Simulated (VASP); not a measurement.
# La (P6_3/mmc) in VASP: a series of runs

The runs below take La through single point, with PBE.

Program: VASP 6.6.1. These are calculated values, not measurements. Logs are shortened: lines on timing, memory, paths and dates and some standing lists are left out, and cuts for length are marked.

## (1) The cell of the first run

Symmetry: P6_3/mmc, No. 194, hexagonal system. The conventional cell has a = 3.774 Å, b = 3.774 Å, c = 12.086 Å, α = 90.00°, β = 90.00°, γ = 120.00°. La (site symmetry -3m) has 12 La at 3.73 to 3.77 Å within 4.9 Å. La (site symmetry -6m2) has 12 La at 3.73 to 3.77 Å within 4.9 Å.

## (2) Single point, PBE, collinear spin

INCAR

```
PREC = Accurate
ENCUT = 520
EDIFF = 1E-7
ISMEAR = -1
SIGMA = 0.05
LREAL = False
LASPH = True
NELM = 150
ALGO = Normal
ISIF = 2
LWAVE = False
LCHARG = True
ISPIN = 2
MAGMOM = 1 1 1 1
LORBIT = 11
LMAXMIX = 6
GGA = PE
LELF = True
LVHAR = True
NBANDS = 34
```

KPOINTS

```
Automatic mesh
0
Gamma
  10 10 3
```

POSCAR

```
La
1.0
    3.7742977426      0.0000000000      0.0000000000
   -1.8871488713      3.2686377265      0.0000000000
    0.0000000000      0.0000000000     12.0861956716
La
4
Direct
    1.0000000000      1.0000000000      1.0000000000
    1.0000000000      0.0000000000      0.5000000000
    0.3333333333      0.6666666667      0.7500000000
    0.6666666667      0.3333333333      0.2500000000
```

Potentials or basis: VASP PAW PBE potentials, release 64 (La).

Command:

```
$ cat potpaw_PBE.64/La/POTCAR > POTCAR
$ mpirun -np 1 vasp_std > vasp.out
```

OUTCAR:

```text
PREC = Accurate
   ENCUT = 520
   EDIFF = 1E-7
   ISMEAR = -1
   LREAL = False
   LASPH = True
   NELM = 150
   ISIF = 2
   ISPIN = 2
   LORBIT = 11
   GGA = PE

 ion  position               nearest neighbor table
   1  0.000  0.000  0.000-
   2  0.000  0.000  0.500-
   3  0.333  0.667  0.750-
   4  0.667  0.333  0.250-

  LATTYP: Found a hexagonal cell.
 ALAT       =     3.7742977426
 C/A-ratio  =     3.2022369447

  Lattice vectors:

 A1 = (   3.7742977426,   0.0000000000,   0.0000000000)
 A2 = (  -1.8871488713,   3.2686377265,   0.0000000000)
 A3 = (   0.0000000000,   0.0000000000,  12.0861956716)

Analysis of symmetry for initial positions (statically):
=====================================================================
 Subroutine PRICEL returns:
 Original cell was already a primitive cell.

 Routine SETGRP: Setting up the symmetry group for a
 hexagonal supercell.

 Subroutine GETGRP returns: Found 24 space group operations
 (whereof 12 operations were pure point group operations)
 out of a pool of 24 trial point group operations.

The static configuration has the point symmetry D_3d.
 The point group associated with its full space group is D_6h.

Analysis of symmetry for dynamics (positions and initial velocities):
=====================================================================
 Subroutine PRICEL returns:
 Original cell was already a primitive cell.

 Routine SETGRP: Setting up the symmetry group for a
 hexagonal supercell.

 Subroutine GETGRP returns: Found 24 space group operations
 (whereof 12 operations were pure point group operations)
 out of a pool of 24 trial point group operations.

The dynamic configuration has the point symmetry D_3d.
 The point group associated with its full space group is D_6h.

Analysis of structural, dynamic, and magnetic symmetry:
=====================================================================
 Subroutine PRICEL returns:
 Original cell was already a primitive cell.

 Routine SETGRP: Setting up the symmetry group for a
 hexagonal supercell.

 Subroutine GETGRP returns: Found 24 space group operations
 (whereof 12 operations were pure point group operations)
 out of a pool of 24 trial point group operations.

The overall configuration has the point symmetry D_3d.
 The point group associated with its full space group is D_6h.

 Subroutine INISYM returns: Found 24 space group operations
 (whereof 12 operations are pure point group operations),
 and found     1 'primitive' translations

----------------------------------------------------------------------------------------

                                     Primitive cell

  volume of cell :     149.1051

  direct lattice vectors                    reciprocal lattice vectors
     3.774297743  0.000000000  0.000000000     0.264949950  0.152968925  0.000000000
    -1.887148871  3.268637727  0.000000000     0.000000000  0.305937850  0.000000000
     0.000000000  0.000000000 12.086195672     0.000000000  0.000000000  0.082739021

  length of vectors
     3.774297743  3.774297743 12.086195672     0.305937850  0.305937850  0.082739021

  position of ions in fractional coordinates (direct lattice)
     0.000000000  0.000000000  0.000000000
     0.000000000  0.000000000  0.500000000
     0.333333333  0.666666667  0.750000000
     0.666666667  0.333333333  0.250000000

  ion indices of the primitive-cell ions
   primitive index   ion index
                 1           1
                 2           2
                 3           3
                 4           4

----------------------------------------------------------------------------------------

 KPOINTS: Automatic mesh

Automatic generation of k-mesh.
 Grid dimensions read from file:
 generate k-points for:   10   10    3

 Generating k-lattice:

  Cartesian coordinates                     Fractional coordinates (reciprocal lattice)
     0.026494995  0.015296893  0.000000000     0.100000000  0.000000000  0.000000000
     0.000000000  0.030593785  0.000000000     0.000000000  0.100000000  0.000000000
     0.000000000  0.000000000  0.027579674     0.000000000  0.000000000  0.333333333

  Length of vectors
     0.030593785  0.030593785  0.027579674

  Shift w.r.t. Gamma in fractional coordinates (k-lattice)
     0.000000000  0.000000000  0.000000000

 Subroutine IBZKPT returns following result:
 ===========================================

 Found     28 irreducible k-points:

 Following reciprocal coordinates:
            Coordinates               Weight
  0.000000  0.000000  0.000000      1.000000
  0.100000 -0.000000  0.000000      6.000000
  0.200000 -0.000000  0.000000      6.000000
  0.300000  0.000000  0.000000      6.000000
  0.400000 -0.000000  0.000000      6.000000
  0.500000  0.000000  0.000000      3.000000
[... 16 lines left out ...]
  0.300000  0.100000  0.333333     24.000000
  0.400000  0.100000  0.333333     24.000000
 [... further k-points ...]
   k-points           NKPTS =     28   k-points in BZ     NKDIM =     28   number of bands    NBANDS=     34
   number of dos      NEDOS =    301   number of ions     NIONS =      4
   total plane-waves  NPLWV =  70560
   dimension x,y,z NGX =    28 NGY =   28 NGZ =   90
   dimension x,y,z NGXF=    56 NGYF=   56 NGZF=  180
   ions per type =               4
   NGX,Y,Z   is equivalent  to a cutoff of  12.33, 12.33, 12.38 a.u.
   NGXF,Y,Z  is equivalent  to a cutoff of  24.67, 24.67, 24.76 a.u.
 SYSTEM =  unknown system
   PREC   = accura    normal or accurate (medium, high low for compatibility)
   ISTART =      0    job   : 0-new  1-cont  2-samecut
   ICHARG =      2    charge: 1-file 2-atom 10-const
   ISPIN  =      2    spin polarized calculation?
   LNONCOLLINEAR =      F non collinear calculations
   LSORBIT =      F    spin-orbit coupling
   LASPH  =      T    aspherical Exc in radial PAW
   ENCUT  =  520.0 eV  38.22 Ry    6.18 a.u.   7.02  7.02 22.47*2*pi/ulx,y,z
   NELM   =    150;   NELMIN=  2; NELMDL= -5     # of ELM steps
   EDIFF  = 0.1E-06   stopping-criterion for ELM
   LREAL  =      F    real-space projection
   EDIFFG = 0.1E-05   stopping-criterion for IOM
   NSW    =      0    number of steps for IOM
   IBRION =     -1    ionic relax: 0-MD 1-quasi-New 2-CG
   NFREE  =      0    steps in history (QN), initial steepest desc. (CG)
   ISIF   =      2    stress and relaxation
   ISYM   =      2    0-nonsym 1-usesym 2-fastsym
   POTIM  = 0.5000    time-step for ionic-motion
   TEBEG  =    0.0;   TEEND  =   0.0 temperature during run
   PSTRESS=    0.0 pullay stress
   NELECT =      44.0000    total number of electrons
   NUPDOWN=      -1.0000    fix difference up-down
   EMIN   =  10.00;   EMAX   =-10.00  energy-range for DOS
   EFERMI =   0.00;   METHOD = LEGACY
   ISMEAR =    -1;   SIGMA  =   0.05  broadening in eV -4-tet -1-fermi 0-gaus
   EFERMI_NEDOS =   21; number of points for ismear=-14 and -15
   IALGO  =     38    algorithm
   IMIX   =      4    mixing-type and parameters
     AMIX     =   0.40;   BMIX     =  1.00
     AMIX_MAG =   1.60;   BMIX_MAG =  1.00
  volume/ion in A,a.u.               =      37.28       251.55
  Fermi-wavevector in a.u.,A,eV,Ry     =   1.089921  2.059651 16.162727  1.187927
  Thomas-Fermi vector in A             =   2.226134
   LORBIT       =     11    0 simple, 1 ext, 2 COOP (PROOUT), +10 PAW based schemes
   GGA     = PE    functional components
   LHFCALC =     F    Hartree Fock is set to
   AEXX    =    0.0000 exact exchange contribution
   IVDW    =     0    specifies the selected vdW correction
   LEPSILON=     F    determine dielectric tensor
   LRPA    =     F    only Hartree local field effects (RPA)
 spin polarized calculation
  energy-cutoff  :      520.00
  volume of cell :      149.11
 maximum number of plane-waves:      4037
 NGX is ok and might be reduce to    28
   NGX = 13   NGY = 13   NGZ = 45

 number of electron      43.9999998 magnetization       0.0015392

 number of electron      43.9999998 magnetization      -0.0000070

 Free energy of the ion-electron system (eV)
  ---------------------------------------------------
  ext. energy  EPLUGINS =         0.00000000
  ---------------------------------------------------
  free energy    TOTEN  =       -19.56885807 eV

  energy without entropy =      -19.51350934  energy(sigma->0) =      -19.54118370

 E-fermi :   7.8459     XC(G=0):  -9.5464

 val. band max:        7.8346665459   @ k =   0.1000   0.1000   0.3333
 cond. band min:       7.8544597480   @ k =   0.2000   0.2000   0.3333
 fundamental gap:      0.0197932021
 Fermi energy:         7.8458911975

 spin component 1

 k-point     1 :       0.0000    0.0000    0.0000
  band No.  band energies     occupation
      1     -25.0491      1.00000
      2     -24.9517      1.00000
      3     -24.9421      1.00000
      4     -24.8412      1.00000
      5      -9.4422      1.00000
      6      -8.7809      1.00000
[... 877 lines left out ...]
     33       9.6454      0.00000
     34       9.6721      0.00000

 [... further k-points ...]

 spin component 2

 k-point     1 :       0.0000    0.0000    0.0000
  band No.  band energies     occupation
      1     -25.0491      1.00000
      2     -24.9517      1.00000
      3     -24.9421      1.00000
      4     -24.8412      1.00000
      5      -9.4422      1.00000
      6      -8.7809      1.00000
[... 877 lines left out ...]
     33       9.6526      0.00000
     34       9.6665      0.00000

 [... further k-points ...]

------------------------ aborting loop because EDIFF is reached ----------------------------------------

  FORCE on cell =-STRESS in cart. coord.  units (eV):
  Direction    XX          YY          ZZ          XY          YZ          ZX
  --------------------------------------------------------------------------------------
  -------------------------------------------------------------------------------------
  Total        0.0654571      0.0654571      0.0565244      0.0000000      0.0000000      0.0000000
  in kB        0.7033551      0.7033551      0.6073711      0.0000000      0.0000000      0.0000000
  external PRESSURE =       0.6713604 kB  Pullay stress =       0.0000000 kB

 VOLUME and BASIS-vectors are now :
 -----------------------------------------------------------------------------
  energy-cutoff  :      520.00
  volume of cell :      149.11
      direct lattice vectors                 reciprocal lattice vectors
     3.774297743  0.000000000  0.000000000     0.264949950  0.152968925  0.000000000
    -1.887148871  3.268637727  0.000000000     0.000000000  0.305937850  0.000000000
     0.000000000  0.000000000 12.086195672     0.000000000  0.000000000  0.082739021

 POSITION                                       TOTAL-FORCE (eV/Angst)
 -----------------------------------------------------------------------------------
      0.00000      0.00000      0.00000         0.000000      0.000000      0.000000
      0.00000      0.00000      6.04310         0.000000      0.000000      0.000000
     -0.00000      2.17909      9.06465         0.000000     -0.000000     -0.000000
      1.88715      1.08955      3.02155        -0.000000      0.000000      0.000000
 -----------------------------------------------------------------------------------
    total drift:                               -0.000000      0.000000      0.000000

  FREE ENERGIE OF THE ION-ELECTRON SYSTEM (eV)
  ---------------------------------------------------
  free  energy   TOTEN  =       -19.5688580688 eV

  energy  without entropy=      -19.5135093371  energy(sigma->0) =      -19.54118370

 total charge

# of ion       s       p       d       f       tot
--------------------------------------------------
    1        2.066   5.554   0.885   0.087   8.592
    2        2.066   5.554   0.885   0.087   8.592
    3        2.068   5.560   0.881   0.078   8.587
    4        2.068   5.560   0.881   0.078   8.587
--------------------------------------------------
tot          8.267  22.228   3.532   0.330  34.358

 magnetization (x)

# of ion       s       p       d       f       tot
--------------------------------------------------
    1        0.000   0.000   0.000   0.000   0.000
    2        0.000   0.000   0.000   0.000   0.000
    3       -0.000   0.000  -0.000  -0.000  -0.000
    4       -0.000   0.000  -0.000  -0.000  -0.000
--------------------------------------------------
tot          0.000   0.000  -0.000   0.000   0.000
```

Wall time 9.4 min (1 thread of Intel Xeon 8259CL, shared host); peak memory 0.44 GiB.

Results:

```
Free energy                                           : -19.5689 eV
Pressure                                              : 0.1 GPa
Band gap on the k mesh                                : zero (filled and empty bands overlap)
Net moment                                            : 0.00 μB per cell
Valence electrons inside the program's atomic spheres : La 8.59
```

Levels at points of the mesh, in eV from the Fermi level:
Spin up:
```
           k point  band 19  band 20  band 21  band 22  band 23  band 24  band 25  band 26
(0.00, 0.00, 0.00)    -1.87    -1.76     0.49     0.62     1.22     1.22     1.28     1.29
(0.50, 0.00, 0.00)    -1.55    -1.05    -0.66    -0.29    -0.19     0.43     0.92     1.15
```
Spin down:
```csv
k point,band 18,band 19,band 20,band 21,band 22,band 23,band 24,band 25,band 26,band 27
"(0.00, 0.00, 0.00)",-1.88,-1.87,-1.76,0.49,0.63,1.22,1.22,1.28,1.29,1.29
"(0.50, 0.00, 0.00)",-1.82,-1.55,-1.05,-0.66,-0.29,-0.19,0.43,0.92,1.15,1.45
```

Caveat: spin-orbit coupling is left out, which moves the levels of the heavy elements.

## (3) Single point, PBE

INCAR

```
SYSTEM = La
  PREC = Accurate
  ENCUT = 520
  EDIFF = 1E-6
  ISMEAR = -1
  SIGMA = 0.1
  LREAL = .False.
  LASPH = .True.
  NELM = 100
  ALGO = Normal
  ISIF = 2
  LWAVE = .False.
  LCHARG = .True.
  GGA = PE
  LELF = .True.
  LVHAR = .True.
  NBANDS = 30
```

KPOINTS

```
Automatic mesh
0
Gamma
  2 2 1
  0 0 0
```

POSCAR

```
La
1.0
    3.7726980145      0.0000000000      0.0000000000
   -1.8863490072      3.2672523214      0.0000000000
    0.0000000000      0.0000000000     12.1127038589
La
4
Direct
    0.0000000000      0.0000000000      0.0000000000
    0.0000000000      1.0000000000      0.5000000000
    0.3333333333      0.6666666667      0.7500000000
    0.6666666667      0.3333333333      0.2500000000
```

Potentials or basis: VASP PAW PBE potentials, release 64 (La).

Command:

```
$ cat potpaw_PBE.64/La/POTCAR > POTCAR
$ mpirun -np 1 vasp_std > vasp.out
```

It took 22 s on 1 thread of Intel Xeon Platinum 8488C (Sapphire Rapids), shared host; peak memory 0.22 GiB.

The run converged. Its results:

| Item | Value |
| --- | --- |
| Free energy | -23.3774 eV |
| Pressure | -6.4 GPa |
| Band gap on the k mesh | zero (bands 22 and 23 overlap by 0.76 eV) |

Stress tensor (GPa, compression positive):
```
-12.76   0.00   0.00
  0.00 -12.76   0.00
  0.00   0.00   6.48
```

Levels at points of the mesh, in eV from the Fermi level:
| k point | band 19 | band 20 | band 21 | band 22 | band 23 | band 24 |
| --- | --- | --- | --- | --- | --- | --- |
| (0.00, 0.00, 0.00) | -1.69 | -1.59 | 0.50 | 0.63 | 1.26 | 1.33 |
| (0.50, 0.00, 0.00) | -1.41 | -0.85 | -0.55 | -0.19 | -0.13 | 0.45 |

Caveat: the k points lie up to 0.96 Å⁻¹ apart, too coarse for converged energies and pressures of a metal; spin-orbit coupling is left out, which moves the levels of the heavy elements.

## (4) Single point, PBE

INCAR

```
SYSTEM = La
  PREC = Accurate
  ENCUT = 520
  EDIFF = 1E-6
  ISMEAR = -1
  SIGMA = 0.1
  LREAL = .FALSE.
  LASPH = .TRUE.
  NELM = 80
  ALGO = Normal
  ISIF = 2
  LWAVE = .FALSE.
  LCHARG = .TRUE.
  GGA = PE
  LELF = .TRUE.
  LVHAR = .TRUE.
  NBANDS = 30
```

KPOINTS

```
Automatic mesh
0
G
  3 3 1
  0 0 0
```

POSCAR is that of step 3.

Command:

```
$ cat potpaw_PBE.64/La/POTCAR > POTCAR
$ mpirun -np 1 vasp_std > vasp.out
```

Run time: 27 s. Hardware: 1 thread of Intel Xeon Platinum 8488C (Sapphire Rapids), shared host; peak memory 0.23 GiB.

It converged, with:

* Free energy: -20.0339 eV
* Pressure: -2.4 GPa
* Band gap on the k mesh: zero (bands 22 and 23 overlap by 0.54 eV)

Stress tensor (GPa, compression positive):
```
-4.61  0.00  0.00
 0.00 -4.61  0.00
 0.00  0.00  1.97
```

Levels at points of the mesh, in eV from the Fermi level:
```tsv
k point	band 18	band 19	band 20	band 21	band 22	band 23	band 24	band 25	band 26	band 27
(0.00, 0.00, 0.00)	-1.93	-1.90	-1.78	0.47	0.61	1.21	1.21	1.25	1.25	1.26
```

Caveat: the k points lie up to 0.64 Å⁻¹ apart, too coarse for converged energies and pressures of a metal; spin-orbit coupling is left out, which moves the levels of the heavy elements.

## (5) The runs side by side

```tsv
spin	cell	k mesh	smearing	gap on the mesh (eV)	pressure (GPa)
collinear	a = 3.774, b = 3.774, c = 12.086 Å, angles 90.0, 90.0, 120.0°, 4 atoms	10 × 10 × 3	fermi-dirac 0.05 eV	none	0.1
off	a = 3.773, b = 3.773, c = 12.113 Å, angles 90.0, 90.0, 120.0°, 4 atoms	2 × 2 × 1	fermi-dirac 0.1 eV	none	-6.4
off	a = 3.773, b = 3.773, c = 12.113 Å, angles 90.0, 90.0, 120.0°, 4 atoms	3 × 3 × 1	fermi-dirac 0.1 eV	none	-2.4
```

Alike in all rows: task single point; level PBE; potentials or basis VASP PAW PBE potentials, release 64 (La); cutoff (eV) 520.

Caveats: some runs use coarse meshes; spin-orbit coupling is left out, which moves the levels of the heavy elements.

Absolute energies hang on the potentials; compare differences alone.

The gap in the log of VASP goes by the Fermi energy; the results here count the filled bands.